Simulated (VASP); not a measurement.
# HfB2 (P6/mmm) in VASP: further runs

Runs on HfB2. Level: PBE. Tasks: single point.

Program: VASP 6.6.1. These are calculated values, not measurements. Logs are shortened: lines on timing, memory, paths and dates and some standing lists are left out, and cuts for length are marked.

### Step 1. The cell of the first run

The structure is hexagonal, space group P6/mmm (No. 191). The conventional cell has a = 3.140 Å, b = 3.140 Å, c = 3.480 Å, α = 90.00°, β = 90.00°, γ = 120.00°. Hf (site symmetry 6/mmm) has 12 B at 2.51 Å and 6 Hf at 3.14 Å within 3.3 Å. B (site symmetry -6m2) has 3 B at 1.81 Å within 2.4 Å.

### Step 2. Single point, PBE

INCAR reads:

```
SYSTEM = HfB2
PREC     = Accurate       ! precision mode
ENCUT    = 520            ! plane-wave cutoff, eV
EDIFF    = 1E-6           ! SCF threshold, eV
ISMEAR   = 0              ! smearing method
SIGMA    = 0.013000000000000001 ! smearing width, eV
LREAL    = .False.        ! projectors in reciprocal space
LASPH    = .True.         ! aspherical terms in the spheres
NELM     = 60             ! most SCF steps
ALGO     = Normal         ! electronic algorithm
ISIF     = 2              ! what is computed and relaxed
LWAVE    = .False.        ! write WAVECAR
LCHARG   = .False.        ! write CHGCAR
GGA      = PE             ! functional
NBANDS   = 15             ! bands
```

KPOINTS reads:

```
regular mesh
0
Gamma
  10 10 8
  0 0 0
```

POSCAR reads:

```
HfB2
1.0
    3.1400000000      0.0000000000      0.0000000000
   -1.5700000000      2.7193197679      0.0000000000
    0.0000000000      0.0000000000      3.4800000000
Hf B
1 2
Direct
    0.0000000000      0.0000000000      0.0000000000
    0.6666666667      0.3333333333      0.5000000000
    0.3333333333      0.6666666667      0.5000000000
```

Potentials or basis: VASP PAW PBE potentials, release 64 (Hf_pv, B).

Run with:

```
cat potpaw_PBE.64/Hf_pv/POTCAR potpaw_PBE.64/B/POTCAR > POTCAR
mpirun -np 1 vasp_std > vasp.out
```

OUTCAR:

```text
SYSTEM = HfB2
   PREC = Accurate
   ENCUT = 520
   EDIFF = 1E-6
   ISMEAR = 0
   LREAL = .False.
   LASPH = .True.
   NELM = 60
   ISIF = 2
   GGA = PE

 ion  position               nearest neighbor table
   1  0.000  0.000  0.000-   2 2.51   3 2.51   2 2.51   3 2.51   2 2.51   2 2.51   3 2.51   3 2.51
                             2 2.51   2 2.51   3 2.51   3 2.51
   2  0.667  0.333  0.500-   3 1.81   3 1.81   3 1.81   1 2.51   1 2.51   1 2.51   1 2.51   1 2.51
                             1 2.51
   3  0.333  0.667  0.500-   2 1.81   2 1.81   2 1.81   1 2.51   1 2.51   1 2.51   1 2.51   1 2.51
                             1 2.51

  LATTYP: Found a hexagonal cell.
 ALAT       =     3.1400000000
 C/A-ratio  =     1.1082802548

  Lattice vectors:

 A1 = (   3.1400000000,   0.0000000000,   0.0000000000)
 A2 = (  -1.5700000000,   2.7193197679,   0.0000000000)
 A3 = (   0.0000000000,   0.0000000000,   3.4800000000)

Analysis of symmetry for initial positions (statically):
=====================================================================
 Subroutine PRICEL returns:
 Original cell was already a primitive cell.

 Routine SETGRP: Setting up the symmetry group for a
 hexagonal supercell.

 Subroutine GETGRP returns: Found 24 space group operations
 (whereof 24 operations were pure point group operations)
 out of a pool of 24 trial point group operations.

The static configuration has the point symmetry D_6h.

Analysis of symmetry for dynamics (positions and initial velocities):
=====================================================================
 Subroutine PRICEL returns:
 Original cell was already a primitive cell.

 Routine SETGRP: Setting up the symmetry group for a
 hexagonal supercell.

 Subroutine GETGRP returns: Found 24 space group operations
 (whereof 24 operations were pure point group operations)
 out of a pool of 24 trial point group operations.

The dynamic configuration has the point symmetry D_6h.

 Subroutine INISYM returns: Found 24 space group operations
 (whereof 24 operations are pure point group operations),
 and found     1 'primitive' translations

----------------------------------------------------------------------------------------

                                     Primitive cell

  volume of cell :      29.7146

  direct lattice vectors                    reciprocal lattice vectors
     3.140000000  0.000000000  0.000000000     0.318471338  0.183869512  0.000000000
    -1.570000000  2.719319768  0.000000000     0.000000000  0.367739025  0.000000000
     0.000000000  0.000000000  3.480000000     0.000000000  0.000000000  0.287356322

  length of vectors
[... 94 lines left out ...]
   PSTRESS=    0.0 pullay stress
   NELECT =      16.0000    total number of electrons
   NUPDOWN=      -1.0000    fix difference up-down
   EMIN   =  10.00;   EMAX   =-10.00  energy-range for DOS
   EFERMI =   0.00;   METHOD = LEGACY
   ISMEAR =     0;   SIGMA  =   0.01  broadening in eV -4-tet -1-fermi 0-gaus
   EFERMI_NEDOS =   21; number of points for ismear=-14 and -15
   IALGO  =     38    algorithm
   IMIX   =      4    mixing-type and parameters
     AMIX     =   0.40;   BMIX     =  1.00
     AMIX_MAG =   1.60;   BMIX_MAG =  1.00
  volume/ion in A,a.u.               =       9.90        66.84
  Fermi-wavevector in a.u.,A,eV,Ry     =   1.331860  2.516850 24.134693  1.773850
  Thomas-Fermi vector in A             =   2.460838
   LORBIT       =      0    0 simple, 1 ext, 2 COOP (PROOUT), +10 PAW based schemes
   GGA     = PE    functional components
   LHFCALC =     F    Hartree Fock is set to
   AEXX    =    0.0000 exact exchange contribution
   IVDW    =     0    specifies the selected vdW correction
   LEPSILON=     F    determine dielectric tensor
   LRPA    =     F    only Hartree local field effects (RPA)
 non-spin polarized calculation
 Gauss-broadening in eV      SIGMA  =   0.01
  energy-cutoff  :      520.00
  volume of cell :       29.71
 maximum number of plane-waves:       816
 NGX is ok and might be reduce to    24
   NGX = 11   NGY = 11   NGZ = 13

 number of electron      15.9999998 magnetization

 Free energy of the ion-electron system (eV)
  ---------------------------------------------------
  ext. energy  EPLUGINS =         0.00000000
  ---------------------------------------------------
  free energy    TOTEN  =       -26.39743345 eV

  energy without entropy =      -26.39727073  energy(sigma->0) =      -26.39735209

 E-fermi :   7.5044     XC(G=0): -12.5969

 val. band max:        7.5037492430   @ k =   0.2000   0.2000   0.1250
 cond. band min:       7.8042682518   @ k =   0.1000   0.1000   0.2500
 fundamental gap:      0.3005190088
 Fermi energy:         7.5044149803

 k-point     1 :       0.0000    0.0000    0.0000
  band No.  band energies     occupation
      1     -22.9621      2.00000
      2     -22.4724      2.00000
      3     -22.4724      2.00000
      4      -6.0812      2.00000
      5       4.6654      2.00000
      6       4.7736      2.00000
      7       4.7736      2.00000
      8       4.8890      2.00000
      9      11.6963      0.00000
     10      11.6963      0.00000
     11      12.3287      0.00000
     12      12.3287      0.00000
     13      12.6627      0.00000
     14      12.6667      0.00000
[... 401 lines left out ...]
      2     -22.8639      2.00000
      3     -22.6870      2.00000
      4      -2.2874      2.00000
      5      -0.9205      2.00000
      6       3.0246      2.00000
      7       3.9062      2.00000
      8       5.4501      2.00000
      9       8.8209      0.00000
     10      11.8018      0.00000
     11      11.8785      0.00000
     12      13.9457      0.00000
     13      15.1698      0.00000
     14      16.1058      0.00000
     15      18.4913      0.00000

 [... further k-points ...]
[... 5 lines left out ...]
  --------------------------------------------------------------------------------------
  -------------------------------------------------------------------------------------
  Total        0.1310422      0.1310422      0.2954124      0.0000000      0.0000000     -0.0000000
  in kB        7.0656584      7.0656585     15.9283262      0.0000000      0.0000000     -0.0000000
  external PRESSURE =      10.0198810 kB  Pullay stress =       0.0000000 kB

 VOLUME and BASIS-vectors are now :
 -----------------------------------------------------------------------------
  energy-cutoff  :      520.00
  volume of cell :       29.71
      direct lattice vectors                 reciprocal lattice vectors
     3.140000000  0.000000000  0.000000000     0.318471338  0.183869512  0.000000000
    -1.570000000  2.719319768  0.000000000     0.000000000  0.367739025  0.000000000
     0.000000000  0.000000000  3.480000000     0.000000000  0.000000000  0.287356322

 POSITION                                       TOTAL-FORCE (eV/Angst)
 -----------------------------------------------------------------------------------
      0.00000      0.00000      0.00000         0.000000      0.000000      0.000000
      1.57000      0.90644      1.74000         0.000000      0.000000      0.000000
     -0.00000      1.81288      1.74000        -0.000000      0.000000      0.000000
 -----------------------------------------------------------------------------------
    total drift:                               -0.000000      0.000000      0.000000

  FREE ENERGIE OF THE ION-ELECTRON SYSTEM (eV)
  ---------------------------------------------------
  free  energy   TOTEN  =       -26.3974334481 eV

  energy  without entropy=      -26.3972707293  energy(sigma->0) =      -26.39735209
```

OSZICAR:

```text
N       E                     dE             d eps       ncg     rms          rms(c)
DAV:   1     0.293665551410E+02    0.29367E+02   -0.81747E+03  2100   0.102E+03
DAV:   2    -0.271826520605E+02   -0.56549E+02   -0.53061E+02  2830   0.222E+02
DAV:   3    -0.287646123969E+02   -0.15820E+01   -0.15743E+01  2716   0.271E+01
DAV:   4    -0.287712149113E+02   -0.66025E-02   -0.66016E-02  2527   0.214E+00
DAV:   5    -0.287712537540E+02   -0.38843E-04   -0.38843E-04  2674   0.146E-01    0.525E+01
DAV:   6    -0.265123749021E+02    0.22589E+01   -0.27735E+00  2534   0.120E+01    0.384E+01
DAV:   7    -0.264640587771E+02    0.48316E-01   -0.96344E-01  2625   0.713E+00    0.117E+01
DAV:   8    -0.264018292936E+02    0.62229E-01   -0.23758E-01  2422   0.369E+00    0.169E+00
DAV:   9    -0.263975589510E+02    0.42703E-02   -0.18784E-02  2436   0.111E+00    0.364E-01
DAV:  10    -0.263974293922E+02    0.12956E-03   -0.71296E-04  2625   0.217E-01    0.268E-01
DAV:  11    -0.263974361812E+02   -0.67890E-05   -0.50784E-05  2590   0.537E-02    0.120E-01
DAV:  12    -0.263974333461E+02    0.28351E-05   -0.36712E-06  2492   0.145E-02    0.134E-02
DAV:  13    -0.263974334481E+02   -0.10198E-06   -0.20381E-07  1211   0.380E-03
   1 F= -.26397433E+02 E0= -.26397352E+02  d E =-.162719E-03
```

It took 16 s on 1 thread of AMD EPYC 9R45 (Zen 5), shared host; peak memory 0.13 GiB.

Results:

| Property | Result |
| --- | --- |
| Free energy | -26.3974 eV |
| Pressure | 1.0 GPa |
| Band gap on the k mesh | zero (band 8 reaches 8.26 eV, above the bottom of band 9 at 7.43 eV) |

Caveat: spin-orbit coupling is left out, which moves the levels of the heavy elements.

### Step 3. Single point, PBE

INCAR reads:

```
SYSTEM = HfB2
PREC = Accurate
ENCUT = 520
EDIFF = 1E-6
ISMEAR = 0
SIGMA = 0.014
LREAL = .False.
LASPH = .True.
NELM = 80
ALGO = Normal
ISIF = 2
LWAVE = .False.
LCHARG = .False.
GGA = PE
NBANDS = 15
```

KPOINTS reads:

```
Automatic mesh
0
Gamma
  10 10 8
  0 0 0
```

POSCAR is that of step 2.

Potentials or basis: VASP PAW PBE potentials, release 64 (Hf_pv, B).

Run with:

```
cat potpaw_PBE.64/Hf_pv/POTCAR potpaw_PBE.64/B/POTCAR > POTCAR
mpirun -np 1 vasp_std > vasp.out
```

It took 16 s on 1 thread of AMD EPYC 9R45 (Zen 5), shared host; peak memory 0.13 GiB.

The run converged. Its results:

```
Free energy            : -26.3974 eV
Pressure               : 1.0 GPa
Band gap on the k mesh : zero (band 8 reaches 8.26 eV, above the bottom of band 9 at 7.43 eV)
```

Stress tensor (GPa, compression positive):
```
0.71 0.00 0.00
0.00 0.71 0.00
0.00 0.00 1.59
```

Levels at points of the mesh, in eV from the Fermi level:
```csv
k point,band 6,band 7,band 8,band 9,band 10,band 11
"(0.00, 0.00, 0.00)",-2.73,-2.73,-2.62,4.19,4.19,4.82
"(0.50, 0.00, 0.00)",-3.96,-3.27,-2.70,2.27,2.89,5.74
"(0.00, 0.00, 0.50)",-1.03,-1.03,0.49,0.49,1.16,1.16
"(0.50, 0.00, 0.50)",-4.80,-4.54,-2.51,4.17,4.32,6.42
```

Caveat: spin-orbit coupling is left out, which moves the levels of the heavy elements.

### Step 4. Single point, PBE

INCAR reads:

```
PREC = Accurate ; ENCUT = 520
EDIFF = 1E-6 ; ISMEAR = 0
SIGMA = 0.015 ; LREAL = F
LASPH = T ; NELM = 100
ALGO = Normal ; ISIF = 2
LWAVE = F ; LCHARG = F
GGA = PE ; NBANDS = 15
```

KPOINTS reads:

```
Automatic mesh
0
Gamma
  10 10 8
```

POSCAR is that of step 3.

Run with:

```
cat potpaw_PBE.64/Hf_pv/POTCAR potpaw_PBE.64/B/POTCAR > POTCAR
mpirun -np 1 vasp_std > vasp.out
```

Run time: 16 s. Hardware: 1 thread of AMD EPYC 9R45 (Zen 5), shared host; peak memory 0.13 GiB.

The run converged. Its results:

| Quantity | Value |
| --- | --- |
| Free energy | -26.3975 eV |
| Pressure | 1.0 GPa |
| Band gap on the k mesh | zero (band 8 reaches 8.26 eV, above the bottom of band 9 at 7.43 eV) |

Stress tensor (GPa, compression positive):
```
0.71 0.00 0.00
0.00 0.71 0.00
0.00 0.00 1.59
```

Levels at points of the mesh, in eV from the Fermi level:
```csv
k point,band 5,band 6,band 7,band 8,band 9,band 10,band 11,band 12
"(0.00, 0.00, 0.00)",-2.84,-2.73,-2.73,-2.62,4.19,4.19,4.82,4.82
"(0.50, 0.00, 0.00)",-8.89,-3.96,-3.27,-2.70,2.27,2.89,5.74,5.88
"(0.00, 0.00, 0.50)",-8.20,-1.03,-1.03,0.49,0.49,1.16,1.16,2.40
"(0.50, 0.00, 0.50)",-7.34,-4.80,-4.55,-2.51,4.17,4.32,6.42,7.36
```

Caveat: spin-orbit coupling is left out, which moves the levels of the heavy elements.

### Step 5. Single point, PBE

INCAR reads:

```
ALGO = Normal
EDIFF = 1E-6
ENCUT = 520
GGA = PE
ISIF = 2
ISMEAR = 0
LASPH = T
LCHARG = F
LREAL = F
LWAVE = F
NBANDS = 15
NELM = 80
PREC = Accurate
SIGMA = 0.017
```

KPOINTS reads:

```
k-points
0
Gamma
  10 10 8
```

POSCAR is that of step 4.

Potentials or basis: VASP PAW PBE potentials, release 64 (Hf_pv, B).

Run with:

```
cat potpaw_PBE.64/Hf_pv/POTCAR potpaw_PBE.64/B/POTCAR > POTCAR
mpirun -np 1 vasp_std > vasp.out
```

OUTCAR:

```text
EDIFF = 1E-6
   ENCUT = 520
   GGA = PE
   ISIF = 2
   ISMEAR = 0
   LASPH = T
   LREAL = F
   NELM = 80
   PREC = Accurate

 ion  position               nearest neighbor table
   1  0.000  0.000  0.000-   2 2.51   3 2.51   2 2.51   3 2.51   2 2.51   2 2.51   3 2.51   3 2.51
                             2 2.51   2 2.51   3 2.51   3 2.51
   2  0.667  0.333  0.500-   3 1.81   3 1.81   3 1.81   1 2.51   1 2.51   1 2.51   1 2.51   1 2.51
                             1 2.51
   3  0.333  0.667  0.500-   2 1.81   2 1.81   2 1.81   1 2.51   1 2.51   1 2.51   1 2.51   1 2.51
                             1 2.51

  LATTYP: Found a hexagonal cell.
 ALAT       =     3.1400000000
 C/A-ratio  =     1.1082802548

  Lattice vectors:

 A1 = (   3.1400000000,   0.0000000000,   0.0000000000)
 A2 = (  -1.5700000000,   2.7193197679,   0.0000000000)
 A3 = (   0.0000000000,   0.0000000000,   3.4800000000)

Analysis of symmetry for initial positions (statically):
=====================================================================
 Subroutine PRICEL returns:
 Original cell was already a primitive cell.

 Routine SETGRP: Setting up the symmetry group for a
[... 180 lines left out ...]
      1     -22.9620      2.00000
      2     -22.4723      2.00000
      3     -22.4723      2.00000
      4      -6.0812      2.00000
      5       4.6654      2.00000
      6       4.7735      2.00000
      7       4.7735      2.00000
      8       4.8890      2.00000
      9      11.6964      0.00000
     10      11.6964      0.00000
     11      12.3287      0.00000
     12      12.3287      0.00000
     13      12.6626      0.00000
     14      12.6667      0.00000
[... 401 lines left out ...]
      2     -22.8638      2.00000
      3     -22.6870      2.00000
      4      -2.2875      2.00000
      5      -0.9205      2.00000
      6       3.0246      2.00000
      7       3.9062      2.00000
      8       5.4501      2.00000
      9       8.8209      0.00000
     10      11.8019      0.00000
     11      11.8785      0.00000
     12      13.9457      0.00000
     13      15.1698      0.00000
     14      16.1058      0.00000
     15      18.4913      0.00000

 [... further k-points ...]
[... 5 lines left out ...]
  --------------------------------------------------------------------------------------
  -------------------------------------------------------------------------------------
  Total        0.1311326      0.1311326      0.2955015      0.0000000      0.0000000      0.0000000
  in kB        7.0705316      7.0705316     15.9331287      0.0000000      0.0000000      0.0000000
  external PRESSURE =      10.0247306 kB  Pullay stress =       0.0000000 kB

 VOLUME and BASIS-vectors are now :
 -----------------------------------------------------------------------------
  energy-cutoff  :      520.00
  volume of cell :       29.71
      direct lattice vectors                 reciprocal lattice vectors
     3.140000000  0.000000000  0.000000000     0.318471338  0.183869512  0.000000000
    -1.570000000  2.719319768  0.000000000     0.000000000  0.367739025  0.000000000
     0.000000000  0.000000000  3.480000000     0.000000000  0.000000000  0.287356322

 POSITION                                       TOTAL-FORCE (eV/Angst)
 -----------------------------------------------------------------------------------
      0.00000      0.00000      0.00000        -0.000000      0.000000      0.000000
      1.57000      0.90644      1.74000        -0.000000      0.000000      0.000000
     -0.00000      1.81288      1.74000         0.000000     -0.000000      0.000000
 -----------------------------------------------------------------------------------
    total drift:                               -0.000000      0.000000      0.000000

  FREE ENERGIE OF THE ION-ELECTRON SYSTEM (eV)
  ---------------------------------------------------
  free  energy   TOTEN  =       -26.3974856335 eV

  energy  without entropy=      -26.3972558535  energy(sigma->0) =      -26.39737074
```

It took 16 s on 1 thread of AMD EPYC 9R45 (Zen 5), shared host; peak memory 0.13 GiB.

What came out:

```
Free energy            : -26.3975 eV
Pressure               : 1.0 GPa
Band gap on the k mesh : zero (band 8 reaches 8.26 eV, above the bottom of band 9 at 7.43 eV)
```

Levels at points of the mesh, in eV from the Fermi level:
```tsv
k point	band 4	band 5	band 6	band 7	band 8	band 9	band 10	band 11	band 12	band 13
(0.00, 0.00, 0.00)	-13.59	-2.84	-2.73	-2.73	-2.62	4.19	4.19	4.82	4.82	5.16
(0.50, 0.00, 0.00)	-9.61	-8.89	-3.96	-3.27	-2.70	2.27	2.89	5.74	5.88	6.47
(0.00, 0.00, 0.50)	-11.18	-8.21	-1.03	-1.03	0.48	0.48	1.16	1.16	2.40	5.24
(0.50, 0.00, 0.50)	-10.18	-7.34	-4.80	-4.55	-2.51	4.17	4.32	6.41	7.36	7.52
```

Caveat: spin-orbit coupling is left out, which moves the levels of the heavy elements.

### Step 6. Single point, PBE

INCAR reads:

```
PREC = Accurate ; ENCUT = 520
EDIFF = 1E-6 ; ISMEAR = 0
SIGMA = 0.019000000000000003 ; LREAL = F
LASPH = T ; NELM = 100
ALGO = Normal ; ISIF = 2
LWAVE = F ; LCHARG = F
GGA = PE ; NBANDS = 15
```

KPOINTS reads:

```
Automatic mesh
0
Gamma
  10 10 8
```

POSCAR is that of step 5.

Potentials or basis: VASP PAW PBE potentials, release 64 (Hf_pv, B).

Run with:

```
cat potpaw_PBE.64/Hf_pv/POTCAR potpaw_PBE.64/B/POTCAR > POTCAR
mpirun -np 1 vasp_std > vasp.out
```

Run time: 16 s. Hardware: 1 thread of AMD EPYC 9R45 (Zen 5), shared host; peak memory 0.13 GiB.

It converged, with:

```
Free energy            : -26.3975 eV
Pressure               : 1.0 GPa
Band gap on the k mesh : zero (band 8 reaches 8.26 eV, above the bottom of band 9 at 7.43 eV)
```

Stress tensor (GPa, compression positive):
```
0.71 0.00 0.00
0.00 0.71 0.00
0.00 0.00 1.59
```

Levels at points of the mesh, in eV from the Fermi level:
```csv
k point,band 4,band 5,band 6,band 7,band 8,band 9,band 10,band 11,band 12,band 13
"(0.00, 0.00, 0.00)",-13.59,-2.84,-2.73,-2.73,-2.62,4.19,4.19,4.82,4.82,5.16
"(0.50, 0.00, 0.00)",-9.61,-8.89,-3.96,-3.27,-2.70,2.27,2.89,5.74,5.88,6.47
"(0.00, 0.00, 0.50)",-11.18,-8.21,-1.03,-1.03,0.48,0.48,1.16,1.16,2.40,5.24
"(0.50, 0.00, 0.50)",-10.18,-7.34,-4.80,-4.55,-2.51,4.17,4.32,6.41,7.36,7.52
```

Caveat: spin-orbit coupling is left out, which moves the levels of the heavy elements.

### Step 7. Overview

| smearing | gap on the mesh (eV) | pressure (GPa) |
| --- | --- | --- |
| gaussian 0.013 eV | none | 1.0 |
| gaussian 0.014 eV | none | 1.0 |
| gaussian 0.015 eV | none | 1.0 |
| gaussian 0.017 eV | none | 1.0 |
| gaussian 0.019 eV | none | 1.0 |

Alike in all rows: task single point; level PBE; potentials or basis VASP PAW PBE potentials, release 64 (Hf_pv, B); no spin polarisation; cell as given; k mesh 10 × 10 × 8; cutoff (eV) 520.

Every run on the cell as given and a fine mesh finds a metal.

Caveats: spin-orbit coupling is left out, which moves the levels of the heavy elements.

Total energies depend on the potentials used, so only differences within one code and one set of settings carry meaning.
